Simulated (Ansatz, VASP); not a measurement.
One calculation of NbAs, two programs

```
Nb As
1.0
     3.21309    0.00000    0.00000
     0.00000    3.21309    0.00000
     0.00000    0.00000    3.21309
Nb As
1 1
Cartesian
  0.0000 0.0000 0.0000
  1.6065 1.6065 1.6065
```

Alike in both runs: functional PBE; k mesh 5 × 5 × 5; occupations gaussian, width 0.2 eV; no spin polarisation.

Ansatz relaxed the structure, and its values are those at the end. VASP's run is a single point on that final structure, the one shown.

```csv
,VASP,Ansatz
version,VASP 6.6.1,Ansatz 0.2.0
potentials or method,"VASP PAW PBE potentials, release 64 (Nb_sv, As), cutoff 500 eV","scalar-relativistic, plane waves, PAW"
valence electrons in the cell,18,28
```

```tsv
	VASP	Ansatz	Ansatz less VASP
gap on the k mesh at the Fermi level (eV)	none	none	-
pressure (GPa)	0.0	0.0	-0.01
```

A gap of «none» marks a metal or a gap that the smearing closes. VASP's potentials hold 18 valence electrons a cell and Ansatz's 28, so a difference there can come from the potentials and not from the codes.

The k mesh is coarse, so the values compare programs but aren't converged.
